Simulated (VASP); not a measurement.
Set up this calculation in VASP 6.6.1, as the native input.

- Task: single point
- Functional: PBEsol
- Potentials or basis: VASP PAW PBE potentials, release 64 (Hf_pv, O, Ti_sv)
- Cutoff: 520 eV
- k mesh: 6 × 6 × 4
- Occupations: fermi-dirac, width 0.02 eV
- Spin: no spin polarisation
- Dipole correction: no
- Further INCAR settings: ALGO = Normal; EDIFF = 1e-06; NBANDS = 57

The structure of Hf3TiO8 lies in POSCAR:

```
Hf3TiO8
1.0
    3.3740146616     -3.3695363587      0.0000000000
    3.3740146616      3.3695363587      0.0000000000
    0.0000000000      0.0000000000      6.2945952123
Hf O Ti
3 8 1
Direct
    0.5000000000      0.5000000000      0.2545614109
    0.0000000000      0.0000000000      0.0000000000
    0.5000000000      0.5000000000      0.7454385891
    0.1907569158      0.1907569158      0.2620395319
    0.8092430842      0.8092430842      0.2620395319
    0.6946379132      0.3053620868      0.0000000000
    0.3053620868      0.6946379132      0.0000000000
    0.1907569158      0.1907569158      0.7379604681
    0.8092430842      0.8092430842      0.7379604681
    0.7048513862      0.2951486138      0.5000000000
    0.2951486138      0.7048513862      0.5000000000
    0.0000000000      0.0000000000      0.5000000000
```

One way to write it, as run:

INCAR

```
PREC = Accurate
ENCUT = 520
EDIFF = 1E-6
ISMEAR = -1
SIGMA = 0.02
LREAL = False
LASPH = True
NELM = 60
ALGO = Normal
ISIF = 2
LWAVE = False
LCHARG = False
GGA = PS
NBANDS = 57
```

KPOINTS

```
Automatic mesh
0
Gamma
  6 6 4
```

Potentials or basis: VASP PAW PBE potentials, release 64 (Hf_pv, O, Ti_sv).

Command:

```console
$ cat potpaw_PBE.64/Hf_pv/POTCAR potpaw_PBE.64/O/POTCAR potpaw_PBE.64/Ti_sv/POTCAR > POTCAR
$ mpirun -np 1 vasp_std > vasp.out
```

Results of the run:

- Pressure: -2.0 GPa
- Largest force: 0.221 eV/Å
- Band gap on the k mesh: 2.56 eV

Caveat: the PAW data sets were made with another functional, which shifts forces and pressure a little; spin-orbit coupling is left out, which moves the levels of the heavy elements.

Run time: 3.9 min on 1 thread of AMD EPYC 9R45 96-Core Processor (Zen 5), on a shared host, peak memory 0.37 GiB.
